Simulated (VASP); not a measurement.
# Na (Im-3m) in VASP: notebook, part 2 of 2

VASP 6.6.1.

## Step 4: Relaxation of cell and atoms, LDA

Input file INCAR:

```
SYSTEM = Na
PREC = Accurate
ENCUT = 600
EDIFF = 1E-6
ISMEAR = -1
SIGMA = 0.05
LREAL = .False.
LASPH = .True.
NELM = 100
ALGO = Fast
ISIF = 3
LWAVE = .False.
LCHARG = .False.
IBRION = 2
NSW = 60
EDIFFG = -0.01
```

Input file KPOINTS:

```
regular mesh
0
Gamma
  9 9 9
  0 0 0
```

Input file POSCAR:

```
Na
1.0
   -2.1410000000      2.1410000000      2.1410000000
    2.1410000000     -2.1410000000      2.1410000000
    2.1410000000      2.1410000000     -2.1410000000
Na
1
Direct
    0.0000000000      0.0000000000      0.0000000000
```

Potentials or basis: VASP PAW LDA potentials, release 64 (Na_pv).

Run with:

```
$ cat potpaw_LDA.64/Na_pv/POTCAR > POTCAR
$ mpirun -np 1 vasp_std > vasp.out
```

OUTCAR:

```text
SYSTEM = Na
   PREC = Accurate
   ENCUT = 600
   EDIFF = 1E-6
   ISMEAR = -1
   LREAL = .False.
   LASPH = .True.
   NELM = 100
   ISIF = 3
   IBRION = 2
   NSW = 60
   EDIFFG = -0.01

 ion  position               nearest neighbor table
   1  0.000  0.000  0.000-

  LATTYP: Found a body centered cubic cell.
 ALAT       =     4.2820000000

  Lattice vectors:

 A1 = (  -2.1410000000,   2.1410000000,   2.1410000000)
 A2 = (   2.1410000000,  -2.1410000000,   2.1410000000)
 A3 = (   2.1410000000,   2.1410000000,  -2.1410000000)

Analysis of symmetry for initial positions (statically):
=====================================================================
 Subroutine PRICEL returns:
 Original cell was already a primitive cell.

 Routine SETGRP: Setting up the symmetry group for a
 body centered cubic supercell.

 Subroutine GETGRP returns: Found 48 space group operations
 (whereof 48 operations were pure point group operations)
 out of a pool of 48 trial point group operations.

The static configuration has the point symmetry O_h .

Analysis of symmetry for dynamics (positions and initial velocities):
=====================================================================
 Subroutine PRICEL returns:
 Original cell was already a primitive cell.

 Routine SETGRP: Setting up the symmetry group for a
 body centered cubic supercell.

 Subroutine GETGRP returns: Found 48 space group operations
 (whereof 48 operations were pure point group operations)
 out of a pool of 48 trial point group operations.

The dynamic configuration has the point symmetry O_h .

 Subroutine INISYM returns: Found 48 space group operations
 (whereof 48 operations are pure point group operations),
 and found     1 'primitive' translations

----------------------------------------------------------------------------------------

                                     Primitive cell

  volume of cell :      39.2564

  direct lattice vectors                    reciprocal lattice vectors
    -2.141000000  2.141000000  2.141000000     0.000000000  0.233535731  0.233535731
     2.141000000 -2.141000000  2.141000000     0.233535731  0.000000000  0.233535731
     2.141000000  2.141000000 -2.141000000     0.233535731  0.233535731  0.000000000

[... 90 lines left out ...]
   TEBEG  =    0.0;   TEEND  =   0.0 temperature during run
   PSTRESS=    0.0 pullay stress
   NELECT =       7.0000    total number of electrons
   NUPDOWN=      -1.0000    fix difference up-down
   EMIN   =  10.00;   EMAX   =-10.00  energy-range for DOS
   EFERMI =   0.00;   METHOD = LEGACY
   ISMEAR =    -1;   SIGMA  =   0.05  broadening in eV -4-tet -1-fermi 0-gaus
   EFERMI_NEDOS =   21; number of points for ismear=-14 and -15
   IALGO  =     68    algorithm
   IMIX   =      4    mixing-type and parameters
     AMIX     =   0.40;   BMIX     =  1.00
     AMIX_MAG =   1.60;   BMIX_MAG =  1.00
  volume/ion in A,a.u.               =      39.26       264.91
  Fermi-wavevector in a.u.,A,eV,Ry     =   0.921448  1.741284 11.552251  0.849066
  Thomas-Fermi vector in A             =   2.046866
   LORBIT       =      0    0 simple, 1 ext, 2 COOP (PROOUT), +10 PAW based schemes
   GGA     = CA    functional components
   LHFCALC =     F    Hartree Fock is set to
   AEXX    =    0.0000 exact exchange contribution
   IVDW    =     0    specifies the selected vdW correction
   LEPSILON=     F    determine dielectric tensor
   LRPA    =     F    only Hartree local field effects (RPA)
 conjugate gradient relaxation of ions
 non-spin polarized calculation
 RMM-DIIS sequential band-by-band and
  energy-cutoff  :      600.00
  volume of cell :       39.26
 maximum number of plane-waves:      1329
 NGX is ok and might be reduce to    30
   NGX = 15   NGY = 15   NGZ = 15

--------------------------------------- Ionic step        1  -------------------------------------------

 number of electron       6.9999996 magnetization

 Free energy of the ion-electron system (eV)
  ---------------------------------------------------
  ext. energy  EPLUGINS =         0.00000000
  ---------------------------------------------------
  free energy    TOTEN  =        -1.43709961 eV

  energy without entropy =       -1.43384198  energy(sigma->0) =       -1.43547080

 E-fermi :  -0.0082     XC(G=0):  -6.5701

 val. band max:       -0.1044160725   @ k =  -0.3333   0.4444   0.1111
 cond. band min:       0.0897904040   @ k =   0.4444   0.0000   0.0000
 fundamental gap:      0.1942064764
 Fermi energy:        -0.0081701781

 k-point     1 :       0.0000    0.0000    0.0000
  band No.  band energies     occupation
      1     -24.9876      2.00000
      2     -24.9876      2.00000
      3     -24.9876      2.00000
      4      -3.1568      2.00000
      5      11.2903      0.00000
      6      11.2903      0.00000
      7      11.2903      0.00000
[... 404 lines left out ...]
--------------------------------------- Ionic step        6  -------------------------------------------

 number of electron       6.9999995 magnetization

 Free energy of the ion-electron system (eV)
  ---------------------------------------------------
  ext. energy  EPLUGINS =         0.00000000
  ---------------------------------------------------
  free energy    TOTEN  =        -1.46194953 eV

  energy without entropy =       -1.45895187  energy(sigma->0) =       -1.46045070

 E-fermi :   0.4621     XC(G=0):  -7.0414

 val. band max:        0.3620852174   @ k =  -0.3333   0.4444   0.1111
 cond. band min:       0.5741258847   @ k =   0.4444   0.0000   0.0000
 fundamental gap:      0.2120406673
 Fermi energy:         0.4621127813

 k-point     1 :       0.0000    0.0000    0.0000
  band No.  band energies     occupation
      1     -24.3816      2.00000
      2     -24.3816      2.00000
      3     -24.3816      2.00000
      4      -3.0388      2.00000
      5      12.8320      0.00000
      6      12.8320      0.00000
      7      12.8320      0.00000
[... 258 lines left out ...]
  FREE ENERGIE OF THE ION-ELECTRON SYSTEM (eV)
  ---------------------------------------------------
  free  energy   TOTEN  =        -1.4619495278 eV

  energy  without entropy=       -1.4589518665  energy(sigma->0) =       -1.46045070

 reached required accuracy - stopping structural energy minimisation
```

It took 59 s on 1 thread of Intel Xeon 6975P-C, shared host; peak memory 0.15 GiB.

What came out:

| Item | Value |
| --- | --- |
| Free energy | -1.4619 eV |
| Relaxed volume | 33.24 Å³/atom |
| Relaxed cell | a = 3.508 Å, b = 3.508 Å, c = 3.508 Å, α = 109.47°, β = 109.47°, γ = 109.47° |
| Space group after relaxing (to 0.05 Å) | Im-3m (No. 229) |
| Energy gained by relaxing | 24.8 meV/atom |
| Ionic steps | 6 |
| Pressure after relaxing | 0.0 GPa |

The path:
```
step  energy change (eV)  largest force (eV/Å)  pressure (GPa)  volume (Å³)
   1              0.0000                0.0000           -1.12        39.26
   2             -0.0100                0.0000           -1.06        37.72
   3             -0.0248                0.0000           -0.06        33.36
   4             -0.0249                0.0000            0.11        33.13
   5             -0.0248                0.0000           -0.09        33.25
   6             -0.0248                0.0000           -0.02        33.24
```

Final structure:
```xyz
1
Lattice="-2.0255 2.0255 2.0255 2.0255 -2.0255 2.0255 2.0255 2.0255 -2.0255" Properties=species:S:1:pos:R:3 pbc="T T T"
Na    2.0255    2.0255    2.0255
```

Levels at points of the mesh, in eV from the Fermi level:
```csv
k point,band 1,band 2,band 3,band 4,band 5,band 6
"(0.00, 0.00, 0.00)",-24.84,-24.84,-24.84,-3.50,12.37,12.37
```

Caveat: the volume moved by over 15 % at a fixed basis, so the end points are rough; the volume moved by -15 % from the deposited cell, more than functionals usually miss.

## Step 5: Overview

| task | level | potentials or basis | cell | cutoff (eV) | gap on the mesh (eV) | pressure (GPa) |
| --- | --- | --- | --- | --- | --- | --- |
| single point | revPBE | VASP PAW PBE potentials, release 64 (Na_pv) | a = 3.708 Å, angles 109.5°, 1 atom | 520 | none | 0.0 |
| single point | r2SCAN | VASP PAW PBE potentials, release 64 (Na_pv) | a = 3.654 Å, angles 109.5°, 1 atom | 520 | none | 0.1 |
| relaxation of cell and atoms | LDA | VASP PAW LDA potentials, release 64 (Na_pv) | relaxed from a = 3.708 Å, angles 109.5°, 1 atom | 600 | none | 0.0 |

Alike in all rows: no spin polarisation; k mesh 9 × 9 × 9; smearing fermi-dirac 0.05 eV.

Caveats: the PAW data sets were made with another functional, which shifts forces and pressure a little (some runs); the volume moved by over 15 % at a fixed basis, so the end points are rough (some runs); the volume moved by -15 % from the deposited cell, more than functionals usually miss (some runs).

Total energies depend on the potentials used, so only differences within one code and one set of settings carry meaning.
